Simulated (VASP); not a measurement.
# LiSi2N2 (Cmmm) in VASP: notebook

Runs on LiSi2N2. Level: PBE. Tasks: relaxation of cell and atoms, single point.

All numbers are computed with VASP 6.6.1; they aren't measurements. Logs are shortened: lines on timing, memory, paths and dates and some standing lists are left out, and cuts for length are marked.

**1. The cell of the first run**

The structure is orthorhombic, space group Cmmm (No. 65). The conventional cell has a = 5.242 Å, b = 7.267 Å, c = 2.644 Å, α = 90.00°, β = 90.00°, γ = 90.00°. Li (site symmetry mmm) has 6 Si at 2.43 to 2.88 Å and 8 N at 2.60 Å and 2 Li at 2.64 Å within 3.2 Å. Within 2.6 Å of Si (site symmetry m2m) lie 4 N at 1.96 Å and 1 Si at 2.41 Å and 1 Li at 2.43 Å. Within 2.6 Å of N (site symmetry 2/m) lie 4 Si at 1.96 Å.

**2. Relaxation of cell and atoms, PBE**

INCAR

```
  PREC = Accurate
  ENCUT = 750
  EDIFF = 1E-7
  ISMEAR = 0
  SIGMA = 0.1
  LREAL = F
  LASPH = T
  NELM = 120
  ALGO = Normal
  ISIF = 3
  LWAVE = F
  LCHARG = F
  GGA = PE
  IBRION = 2
  NSW = 90
  EDIFFG = -0.04
  GGA_COMPAT = F
  NELMIN = 4
```

KPOINTS

```
Automatic mesh
0
Gamma
  4 4 6
```

POSCAR

```
LiSi2N2
1.0
    2.6212180367     -3.6333233114      0.0000000000
    2.6212180367      3.6333233114      0.0000000000
    0.0000000000      0.0000000000      2.6439460571
Li Si N
1 2 2
Direct
    0.5000000000      0.5000000000      0.0000000000
    0.1658081321      0.8341918679      0.0000000000
    0.8341918679      0.1658081321      0.0000000000
    0.0000000000      0.5000000000      0.5000000000
    0.5000000000      0.0000000000      0.5000000000
```

Potentials or basis: VASP PAW PBE potentials, release 64 (Li_sv, Si, N).

Run with:

```bash
> cat potpaw_PBE.64/Li_sv/POTCAR potpaw_PBE.64/Si/POTCAR potpaw_PBE.64/N/POTCAR > POTCAR
> mpirun -np 1 vasp_std > vasp.out
```

OUTCAR:

```text
PREC = Accurate
   ENCUT = 750
   EDIFF = 1E-7
   ISMEAR = 0
   LREAL = F
   LASPH = T
   NELM = 120
   ISIF = 3
   GGA = PE
   IBRION = 2
   NSW = 90
   EDIFFG = -0.04
   NELMIN = 4

 ion  position               nearest neighbor table
   1  0.500  0.500  0.000-   2 2.43   3 2.43
   2  0.166  0.834  0.000-   4 1.96   5 1.96   4 1.96   5 1.96   3 2.41   1 2.43   3 2.89   3 2.89

   3  0.834  0.166  0.000-   4 1.96   5 1.96   4 1.96   5 1.96   2 2.41   1 2.43   2 2.89   2 2.89

   4  0.000  0.500  0.500-   2 1.96   3 1.96   2 1.96   3 1.96
   5  0.500  0.000  0.500-   2 1.96   3 1.96   2 1.96   3 1.96

  LATTYP: Found a base centered orthorhombic cell.
 ALAT       =     5.2424360734
 B/A-ratio  =     1.3861202161
 C/A-ratio  =     0.5043353930

  Lattice vectors:

 A1 = (   2.6212180367,  -3.6333233114,   0.0000000000)
 A2 = (   2.6212180367,   3.6333233114,   0.0000000000)
 A3 = (   0.0000000000,   0.0000000000,   2.6439460571)

Analysis of symmetry for initial positions (statically):
=====================================================================
 Subroutine PRICEL returns:
 Original cell was already a primitive cell.

 Routine SETGRP: Setting up the symmetry group for a
 base centered orthorhombic supercell.

 Subroutine GETGRP returns: Found  8 space group operations
 (whereof  8 operations were pure point group operations)
 out of a pool of  8 trial point group operations.

The static configuration has the point symmetry D_2h.

Analysis of symmetry for dynamics (positions and initial velocities):
=====================================================================
 Subroutine PRICEL returns:
 Original cell was already a primitive cell.

 Routine SETGRP: Setting up the symmetry group for a
 base centered orthorhombic supercell.

 Subroutine GETGRP returns: Found  8 space group operations
 (whereof  8 operations were pure point group operations)
 out of a pool of  8 trial point group operations.

The dynamic configuration has the point symmetry D_2h.

 Subroutine INISYM returns: Found  8 space group operations
 (whereof  8 operations are pure point group operations),
 and found     1 'primitive' translations

----------------------------------------------------------------------------------------

                                     Primitive cell

  volume of cell :      50.3605

  direct lattice vectors                    reciprocal lattice vectors
     2.621218037 -3.633323311  0.000000000     0.190751015 -0.137615058  0.000000000
     2.621218037  3.633323311  0.000000000     0.190751015  0.137615058  0.000000000
     0.000000000  0.000000000  2.643946057     0.000000000  0.000000000  0.378222543

  length of vectors
     4.480158734  4.480158734  2.643946057     0.235210233  0.235210233  0.378222543

  position of ions in fractional coordinates (direct lattice)
     0.500000000  0.500000000  0.000000000
     0.165808132  0.834191868  0.000000000
     0.834191868  0.165808132  0.000000000
     0.000000000  0.500000000  0.500000000
     0.500000000  0.000000000  0.500000000

  ion indices of the primitive-cell ions
   primitive index   ion index
                 1           1
                 2           2
                 3           3
                 4           4
                 5           5

----------------------------------------------------------------------------------------

 KPOINTS: Automatic mesh

Automatic generation of k-mesh.
 Grid dimensions read from file:
 generate k-points for:    4    4    6

 Generating k-lattice:

  Cartesian coordinates                     Fractional coordinates (reciprocal lattice)
     0.047687754 -0.034403765  0.000000000     0.250000000  0.000000000  0.000000000
     0.047687754  0.034403765  0.000000000     0.000000000  0.250000000  0.000000000
     0.000000000  0.000000000  0.063037090     0.000000000  0.000000000  0.166666667

  Length of vectors
     0.058802558  0.058802558  0.063037090

  Shift w.r.t. Gamma in fractional coordinates (k-lattice)
     0.000000000  0.000000000  0.000000000

 Subroutine IBZKPT returns following result:
 ===========================================

 Found     28 irreducible k-points:

 Following reciprocal coordinates:
            Coordinates               Weight
  0.000000  0.000000  0.000000      1.000000
  0.250000 -0.000000  0.000000      4.000000
  0.500000 -0.000000  0.000000      2.000000
  0.250000  0.250000  0.000000      2.000000
  0.500000  0.250000  0.000000      4.000000
 -0.250000  0.250000  0.000000      2.000000
[... 16 lines left out ...]
  0.250000 -0.000000  0.500000      4.000000
  0.500000 -0.000000  0.500000      2.000000
 [... further k-points ...]
   k-points           NKPTS =     28   k-points in BZ     NKDIM =     28   number of bands    NBANDS=     14
   number of dos      NEDOS =    301   number of ions     NIONS =      5
   total plane-waves  NPLWV =  38400
   dimension x,y,z NGX =    40 NGY =   40 NGZ =   24
   dimension x,y,z NGXF=    80 NGYF=   80 NGZF=   48
   ions per type =               1   2   2
   NGX,Y,Z   is equivalent  to a cutoff of  14.84, 14.84, 15.09 a.u.
   NGXF,Y,Z  is equivalent  to a cutoff of  29.69, 29.69, 30.18 a.u.
 SYSTEM =  unknown system
   PREC   = accura    normal or accurate (medium, high low for compatibility)
   ISTART =      0    job   : 0-new  1-cont  2-samecut
   ICHARG =      2    charge: 1-file 2-atom 10-const
   ISPIN  =      1    spin polarized calculation?
   LNONCOLLINEAR =      F non collinear calculations
   LSORBIT =      F    spin-orbit coupling
   LASPH  =      T    aspherical Exc in radial PAW
   ENCUT  =  750.0 eV  55.12 Ry    7.42 a.u.  10.00 10.00  5.90*2*pi/ulx,y,z
   NELM   =    120;   NELMIN=  4; NELMDL= -5     # of ELM steps
   EDIFF  = 0.1E-06   stopping-criterion for ELM
   LREAL  =      F    real-space projection
   EDIFFG = -.4E-01   stopping-criterion for IOM
   NSW    =     90    number of steps for IOM
   IBRION =      2    ionic relax: 0-MD 1-quasi-New 2-CG
   NFREE  =      1    steps in history (QN), initial steepest desc. (CG)
   ISIF   =      3    stress and relaxation
   ISYM   =      2    0-nonsym 1-usesym 2-fastsym
   POTIM  = 0.5000    time-step for ionic-motion
   TEBEG  =    0.0;   TEEND  =   0.0 temperature during run
   PSTRESS=    0.0 pullay stress
   NELECT =      21.0000    total number of electrons
   NUPDOWN=      -1.0000    fix difference up-down
   EMIN   =  10.00;   EMAX   =-10.00  energy-range for DOS
   EFERMI =   0.00;   METHOD = LEGACY
   ISMEAR =     0;   SIGMA  =   0.10  broadening in eV -4-tet -1-fermi 0-gaus
   EFERMI_NEDOS =   21; number of points for ismear=-14 and -15
   IALGO  =     38    algorithm
   IMIX   =      4    mixing-type and parameters
     AMIX     =   0.40;   BMIX     =  1.00
     AMIX_MAG =   1.60;   BMIX_MAG =  1.00
  volume/ion in A,a.u.               =      10.07        67.97
  Fermi-wavevector in a.u.,A,eV,Ry     =   1.223070  2.311267 20.352960  1.495900
  Thomas-Fermi vector in A             =   2.358194
   LORBIT       =      0    0 simple, 1 ext, 2 COOP (PROOUT), +10 PAW based schemes
   GGA     = PE    functional components
   LHFCALC =     F    Hartree Fock is set to
   AEXX    =    0.0000 exact exchange contribution
   IVDW    =     0    specifies the selected vdW correction
   LEPSILON=     F    determine dielectric tensor
   LRPA    =     F    only Hartree local field effects (RPA)
 conjugate gradient relaxation of ions
 non-spin polarized calculation
 Gauss-broadening in eV      SIGMA  =   0.10
  energy-cutoff  :      750.00
  volume of cell :       50.36
 maximum number of plane-waves:      2380
   NGX = 21   NGY = 21   NGZ = 11

--------------------------------------- Ionic step        1  -------------------------------------------

 number of electron      21.0000001 magnetization

 Free energy of the ion-electron system (eV)
  ---------------------------------------------------
  ext. energy  EPLUGINS =         0.00000000
  ---------------------------------------------------
  free energy    TOTEN  =       -29.56097175 eV

  energy without entropy =      -29.55443321  energy(sigma->0) =      -29.55770248

------------------------ aborting loop because EDIFF is reached ----------------------------------------

  FORCE on cell =-STRESS in cart. coord.  units (eV):
  Direction    XX          YY          ZZ          XY          YZ          ZX
  --------------------------------------------------------------------------------------
  -------------------------------------------------------------------------------------
  Total        0.1698889     -0.3881868      0.6898009      0.0000000      0.0000000      0.0000000
  in kB        5.4048783    -12.3498479     21.9454526      0.0000000      0.0000000      0.0000000
  external PRESSURE =       5.0001610 kB  Pullay stress =       0.0000000 kB
[... 141 lines left out ...]
  energy  without entropy=      -29.5682858412  energy(sigma->0) =      -29.56910453

--------------------------------------- Ionic step        5  -------------------------------------------

 number of electron      21.0000001 magnetization

 Free energy of the ion-electron system (eV)
  ---------------------------------------------------
  ext. energy  EPLUGINS =         0.00000000
  ---------------------------------------------------
  free energy    TOTEN  =       -29.57070792 eV

  energy without entropy =      -29.56872342  energy(sigma->0) =      -29.56971567

 E-fermi :   9.8086     XC(G=0): -10.9939

 val. band max:        9.7165762208   @ k =   0.2500   0.2500   0.5000
 cond. band min:       9.9147066143   @ k =   0.2500   0.2500   0.3333
 fundamental gap:      0.1981303935
 Fermi energy:         9.8085668337

 k-point     1 :       0.0000    0.0000    0.0000
  band No.  band energies     occupation
      1     -38.8339      2.00000
      2     -10.1545      2.00000
      3      -7.3042      2.00000
      4      -2.3889      2.00000
      5       1.8917      2.00000
      6       2.3972      2.00000
      7       2.9396      2.00000
      8       5.2211      2.00000
      9       5.9628      2.00000
     10       6.5243      2.00000
     11       9.9289      0.08887
     12      12.2205      0.00000
     13      13.8627      0.00000
     14      14.9687      0.00000
[... 375 lines left out ...]
 k-point    24 :       0.5000   -0.0000    0.5000
  band No.  band energies     occupation
      1     -38.8080      2.00000
      2      -6.7684      2.00000
      3      -6.7117      2.00000
      4      -1.7184      2.00000
      5      -1.1987      2.00000
      6       2.2064      2.00000
      7       2.6290      2.00000
      8       4.4709      2.00000
      9       5.3286      2.00000
     10       5.4701      2.00000
     11       9.0998      2.00000
     12      10.1214      0.00001
     13      11.1460      0.00000
     14      11.2582      0.00000

 [... further k-points ...]

------------------------ aborting loop because EDIFF is reached ----------------------------------------

  FORCE on cell =-STRESS in cart. coord.  units (eV):
  Direction    XX          YY          ZZ          XY          YZ          ZX
  --------------------------------------------------------------------------------------
  -------------------------------------------------------------------------------------
  Total        0.0098751      0.0494448     -0.0922005      0.0000000      0.0000000      0.0000000
  in kB        0.3122642      1.5635188     -2.9155178      0.0000000      0.0000000      0.0000000
  external PRESSURE =      -0.3465782 kB  Pullay stress =       0.0000000 kB
[... 20 lines left out ...]
  FREE ENERGIE OF THE ION-ELECTRON SYSTEM (eV)
  ---------------------------------------------------
  free  energy   TOTEN  =       -29.5707079174 eV

  energy  without entropy=      -29.5687234200  energy(sigma->0) =      -29.56971567

 reached required accuracy - stopping structural energy minimisation
```

Run time: 51 s. Hardware: 1 thread of AMD EPYC 9R45 (Zen 5), shared host; peak memory 0.18 GiB.

Results:

```
Free energy                            : -29.5707 eV
Relaxed volume                         : 10.13 Å³/atom
Relaxed cell                           : a = 4.471 Å, b = 4.471 Å, c = 2.663 Å, α = 90.00°, β = 90.00°, γ = 107.84°
Space group after relaxing (to 0.05 Å) : Cmmm (No. 65)
Energy gained by relaxing              : 1.9 meV/atom
Ionic steps                            : 5
Pressure after relaxing                : 0.0 GPa
Largest force after relaxing           : 0.009 eV/Å
```

Forces on the atoms (eV/Å):
```
Li   0.000  0.000  0.000
Si   0.000  0.009  0.000
Si   0.000 -0.009  0.000
N    0.000  0.000  0.000
N    0.000  0.000  0.000
```

Step by step:
| step | energy change (eV) | largest force (eV/Å) | pressure (GPa) | volume (Å³) |
| --- | --- | --- | --- | --- |
| 1 | 0.0000 | 0.2572 | 0.50 | 50.36 |
| 2 | -0.0080 | 0.1440 | 0.05 | 50.59 |
| 3 | -0.0084 | 0.1022 | -0.11 | 50.65 |
| 4 | -0.0090 | 0.1014 | 0.00 | 50.68 |
| 5 | -0.0097 | 0.0094 | -0.03 | 50.67 |

Final structure:
```cif
data_structure
_symmetry_space_group_name_H-M 'P 1'
_symmetry_Int_Tables_number 1
_cell_length_a 4.4710
_cell_length_b 4.4710
_cell_length_c 2.6626
_cell_angle_alpha 90.000
_cell_angle_beta 90.000
_cell_angle_gamma 107.836
_cell_volume 50.67
loop_
_atom_site_label
_atom_site_type_symbol
_atom_site_fract_x
_atom_site_fract_y
_atom_site_fract_z
_atom_site_occupancy
Li1 Li 0.50000 0.50000 0.00000 1
Si1 Si 0.16877 0.83123 0.00000 1
Si2 Si 0.83123 0.16877 0.00000 1
N1 N 0.00000 0.50000 0.50000 1
N2 N 0.50000 0.00000 0.50000 1
```

Levels at points of the mesh, in eV from the Fermi level:
| k point | band 8 | band 9 | band 10 | band 11 | band 12 | band 13 |
| --- | --- | --- | --- | --- | --- | --- |
| (0.00, 0.00, 0.00) | -4.59 | -3.85 | -3.28 | 0.12 | 2.41 | 4.05 |
| (0.50, 0.00, 0.00) | -3.99 | -3.96 | -3.41 | 0.90 | 2.17 | 3.39 |
| (0.50, 0.50, 0.00) | -3.36 | -3.24 | -2.28 | -0.22 | -0.11 | 0.84 |
| (0.00, 0.00, 0.50) | -4.42 | -4.07 | -3.72 | -2.52 | -1.53 | -0.34 |
| (0.50, 0.00, 0.50) | -5.34 | -4.48 | -4.34 | -0.71 | 0.31 | 1.34 |
| (0.50, 0.50, 0.50) | -6.32 | -4.31 | -2.15 | -2.04 | 3.17 | 3.54 |

Caveat: the k points lie up to 0.39 Å⁻¹ apart in the final cell.

(Part 1 of 2 ends here.)
